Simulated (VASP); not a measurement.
Runs of VASP 6.6.1 on CdGe3. The structure is that of space group I4/mmm (No. 139), or close to it. The cells are those of the table. 

```csv
cell,gap on the mesh (eV),pressure (GPa)
"a = 5.534 Å, angles 135.1, 135.1, 65.4°, 4 atoms",none,-0.5
"a = 5.607 Å, angles 135.1, 135.1, 65.4°, 4 atoms",none,-2.6
"a = 5.571 Å, angles 135.1, 135.1, 65.4°, 4 atoms",none,-1.5
"a = 5.643 Å, angles 135.1, 135.1, 65.4°, 4 atoms",none,(a)
"a = 5.421 Å, angles 135.1, 135.1, 65.4°, 4 atoms",none,3.6
"a = 5.460 Å, angles 135.1, 135.1, 65.4°, 4 atoms",none,2.1
"a = 5.497 Å, angles 135.1, 135.1, 65.4°, 4 atoms",none,(b)
```

Alike in all rows: task single point; level PBE; potentials or basis VASP PAW PBE potentials, release 64 (Cd, Ge_d); no spin polarisation; k mesh 9 × 9 × 9; cutoff (eV) 520; smearing fermi-dirac 0.05 eV.

Problem. Fill in the values left out.

Solution. (a) -3.4; (b) 0.8.

A k mesh can miss the band edges, and the runs leave out spin-orbit coupling on Cd, Ge.

A gap of «none» marks levels without a gap at the run's occupations.
